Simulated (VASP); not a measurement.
Wanted: the native input for a VASP 6.6.1 run.

```
Task                   : relaxation of cell and atoms
Functional             : r2SCAN
Potentials or basis    : VASP PAW PBE potentials, release 64 (Na_pv)
Cutoff                 : 600 eV
k mesh                 : 10 × 10 × 5
Occupations            : fermi-dirac, width 0.1 eV
Spin                   : no spin polarisation
Dipole correction      : no
Further INCAR settings : ALGO = Normal; EDIFF = 1e-06; IBRION = 2; EDIFFG = -0.01; NSW = 80; ISIF = 3
```

Na:

```
Na
1.0
     3.76404    0.00000    0.00000
    -1.88202    3.25976    0.00000
     0.00000    0.00000    6.14668
Na
2
Direct
  0.33333 0.66667 0.25000
  0.66667 0.33333 0.75000
```

The input as run:

POSCAR

```
Na
1.0
    3.7640418302      0.0000000000      0.0000000000
   -1.8820209151      3.2597558458      0.0000000000
    0.0000000000      0.0000000000      6.1466803087
Na
2
Direct
    0.3333333333      0.6666666667      0.2500000000
    0.6666666667      0.3333333333      0.7500000000
```

INCAR.step1

```
SYSTEM = Na
  PREC = Accurate
  ENCUT = 600
  ISMEAR = -1
  SIGMA = 0.1
  LREAL = .FALSE.
  LASPH = .TRUE.
  NELM = 60
  GGA = PE
  ALGO = Normal
  EDIFF = 1E-4
  LWAVE = .TRUE.
  LCHARG = .FALSE.
```

INCAR.step2

```
SYSTEM = Na
  PREC = Accurate
  ENCUT = 600
  EDIFF = 1E-6
  ISMEAR = -1
  SIGMA = 0.1
  LREAL = .FALSE.
  LASPH = .TRUE.
  NELM = 60
  ALGO = Normal
  ISIF = 3
  LWAVE = .FALSE.
  LCHARG = .FALSE.
  METAGGA = R2SCAN
  LMIXTAU = .TRUE.
  IBRION = 2
  NSW = 80
  EDIFFG = -0.01
  ISTART = 1
```

KPOINTS

```
Automatic mesh
0
G
  10 10 5
  0 0 0
```

Potentials or basis: VASP PAW PBE potentials, release 64 (Na_pv).

Command:

```sh
$ cat potpaw_PBE.64/Na_pv/POTCAR > POTCAR
$ cp INCAR.step1 INCAR
$ mpirun -np 1 vasp_std > vasp.out
$ cp INCAR.step2 INCAR
$ mpirun -np 1 vasp_std > vasp.out
```

Results of the run:

```
Pressure after relaxing : 0.0 GPa
Band gap on the k mesh  : zero (band 7 reaches 1.53 eV, above the bottom of band 8 at -1.59 eV)
```

Caveat: the relaxation stopped at its first step, so nothing moved; the PAW data sets were made with another functional, which shifts forces and pressure a little.

It took 3.4 min on 1 thread of Oxide Virtual Turin-like Processor, on a shared host, peak memory 0.18 GiB.
